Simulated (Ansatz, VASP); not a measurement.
## Two plane-wave programs on SiC

The input INCAR:

```
ALGO = Normal ; EDIFF = 1E-6
ENCUT = 600 ; GGA = RP
GGA_COMPAT = F ; ISIF = 2
ISMEAR = -1 ; IVDW = 13
LASPH = T ; LCHARG = T
LELF = T ; LREAL = F
LVHAR = T ; LWAVE = F
NBANDS = 11 ; NELM = 120
PREC = Accurate ; SIGMA = 0.05
```

KPOINTS

```
k-points
0
Gamma
  10 10 10
```

Contents of POSCAR:

```
SiC
1.0
    0.0000000000      2.1934308841      2.1934308841
    2.1934308841      0.0000000000      2.1934308841
    2.1934308841      2.1934308841      0.0000000000
Si C
1 1
Direct
    0.0000000000      0.0000000000      0.0000000000
    0.7500000000      0.7500000000      0.7500000000
```

Contents of input.yaml:

```yaml
crystal:
  lattice:
    - [0.0, 2.1934308841, 2.1934308841]
    - [2.1934308841, 0.0, 2.1934308841]
    - [2.1934308841, 2.1934308841, 0.0]
  atoms:
    - { symbol: Si, position: [0.0, 0.0, 0.0] }
    - { symbol: C, position: [0.75, 0.75, 0.75] }
hamiltonian:
  xc: rpbe
  pseudopotentials: { kind: paw }
  dispersion: d4
kpoints:
  mp_grid: { grid: [10, 10, 10] }
scf:
  occupations: { method: fermi_dirac, width: 0.05 }
output:
  forces: true
  stress: true
  eigenvalues: true
```

Alike in both runs: task single point; functional RPBE; dispersion D4; k mesh 10 × 10 × 10; occupations fermi-dirac, width 0.05 eV; no spin polarisation.

|  | VASP | Ansatz |
| --- | --- | --- |
| version | VASP 6.6.1 | Ansatz 0.2.0 |
| potentials or method | VASP PAW PBE potentials, release 64 (Si, C) | Ansatz PAW |
| plane-wave cutoff (eV) | 600 | 420 |
| valence electrons in the cell | 8 | 8 |

VASP gave:

| Quantity | Value |
| --- | --- |
| gap on the k mesh at the Fermi level (eV) | 1.38 |
| least direct gap on the mesh (eV) | 4.52 |
| pressure (GPa) | -8.1 |

Task: What did Ansatz give for the same quantities?

Result: gap on the k mesh at the Fermi level (eV): 1.39; least direct gap on the mesh (eV): 4.54; pressure (GPa): -7.5.

VASP's potentials were made for PBE, not for RPBE.
